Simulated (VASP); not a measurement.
The system is Ti4AlC3.

```
Ti Al C
1.0
     3.06000    0.00000    0.00000
    -1.53000    2.65004    0.00000
     0.00000    0.00000   23.61000
Ti Al C
8 2 6
Direct
  0.33333 0.66667 0.05600
  0.66667 0.33333 0.94400
  0.66667 0.33333 0.55600
  0.33333 0.66667 0.44400
  0.00000 0.00000 0.15200
  0.00000 0.00000 0.84800
  0.00000 0.00000 0.65200
  0.00000 0.00000 0.34800
  0.33333 0.66667 0.25000
  0.66667 0.33333 0.75000
  0.00000 0.00000 0.00000
  0.00000 0.00000 0.50000
  0.66667 0.33333 0.11060
  0.33333 0.66667 0.88940
  0.33333 0.66667 0.61060
  0.66667 0.33333 0.38940
```

| Item | Value |
| --- | --- |
| Program | VASP 6.6.1 |
| Task | relaxation of cell and atoms |
| Functional | PBE |
| Potentials or basis | VASP PAW PBE potentials, release 64 (Ti_sv, Al, C) |
| Cutoff | 600 eV |
| k mesh | 9 × 9 × 1 |
| Occupations | gaussian, width 0.1 eV |
| Spin | no spin polarisation |

At the start: pressure 4.9 GPa; volume 11.97 Å³/atom.

Problem. How do energy, volume and symmetry change on relaxing?

Solution. Over 10 steps the energy falls by 62.7 meV/atom and the volume is 12.12 Å³/atom (+1.3 %); space group P6_3/mmc (No. 194, to 0.1 Å) before and after.

Step by step:
| step | energy change (eV) | largest force (eV/Å) | pressure (GPa) | volume (Å³) |
| --- | --- | --- | --- | --- |
| 1 | 0.0000 | 3.1275 | 4.91 | 191.46 |
| 2 | -0.4769 | 1.5535 | -8.47 | 201.78 |
| 3 | -0.8975 | 0.4860 | -4.07 | 197.45 |
| 4 | -0.9368 | 0.5141 | 3.19 | 190.32 |
| 5 | -0.9784 | 0.2123 | 0.03 | 193.24 |
| 6 | -0.9892 | 0.1364 | 0.30 | 193.13 |
| 7 | -0.9918 | 0.1874 | 0.53 | 193.05 |
| 8 | -0.9988 | 0.1208 | -0.05 | 193.73 |
| 9 | -1.0007 | 0.0683 | -0.61 | 194.42 |
| 10 | -1.0029 | 0.0468 | 0.10 | 193.91 |

Final structure:
```cif
data_structure
_symmetry_space_group_name_H-M 'P 1'
_symmetry_Int_Tables_number 1
_cell_length_a 3.0812
_cell_length_b 3.0812
_cell_length_c 23.5855
_cell_angle_alpha 90.000
_cell_angle_beta 90.000
_cell_angle_gamma 120.000
_cell_volume 193.91
loop_
_atom_site_label
_atom_site_type_symbol
_atom_site_fract_x
_atom_site_fract_y
_atom_site_fract_z
_atom_site_occupancy
Ti1 Ti 0.33333 0.66667 0.05085 1
Ti2 Ti 0.66667 0.33333 0.94915 1
Ti3 Ti 0.66667 0.33333 0.55085 1
Ti4 Ti 0.33333 0.66667 0.44915 1
Ti5 Ti 0.00000 0.00000 0.15296 1
Ti6 Ti 0.00000 0.00000 0.84704 1
Ti7 Ti 0.00000 0.00000 0.65296 1
Ti8 Ti 0.00000 0.00000 0.34704 1
Al1 Al 0.33333 0.66667 0.25000 1
Al2 Al 0.66667 0.33333 0.75000 1
C1 C 0.00000 0.00000 0.00000 1
C2 C 0.00000 0.00000 0.50000 1
C3 C 0.66667 0.33333 0.10789 1
C4 C 0.33333 0.66667 0.89211 1
C5 C 0.33333 0.66667 0.60789 1
C6 C 0.66667 0.33333 0.39211 1
```

Caveat: the relaxation stopped at a loose force limit of 0.05 eV/Å, so its end isn't a converged minimum.
